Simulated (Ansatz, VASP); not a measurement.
CsI: VASP beside Ansatz

```
Cs I
1.0
     3.82231    0.00000    0.00000
     0.00000    3.82231    0.00000
     0.00000    0.00000    3.82231
Cs I
1 1
Direct
  0.00000 0.00000 0.00000
  0.50000 0.50000 0.50000
```

Alike in both runs: functional PBE; k mesh 6 × 6 × 6; occupations fermi-dirac, width 0.03 eV; no spin polarisation.

Ansatz relaxed the structure, and its values are those at the end. VASP's run is a single point on that final structure, the one shown.

|  | VASP | Ansatz |
| --- | --- | --- |
| version | VASP 6.6.1 | Ansatz 0.2.0 |
| potentials or method | VASP PAW PBE potentials, release 64 (Cs_sv, I) | PAW with Ansatz's default frozen-core files, scalar-relativistic |
| plane-wave cutoff (eV) | 500 | 420 |
| valence electrons in the cell | 16 | 26 |

|  | VASP | Ansatz | Ansatz less VASP |
| --- | --- | --- | --- |
| pressure (GPa) | 27.1 | 26.5 | -0.55 |

VASP's potentials hold 16 valence electrons a cell and Ansatz's 26, so a difference there can come from the potentials and not from the codes. Ansatz's warnings: stress scf threshold loose.

Neither program's run includes spin-orbit coupling.
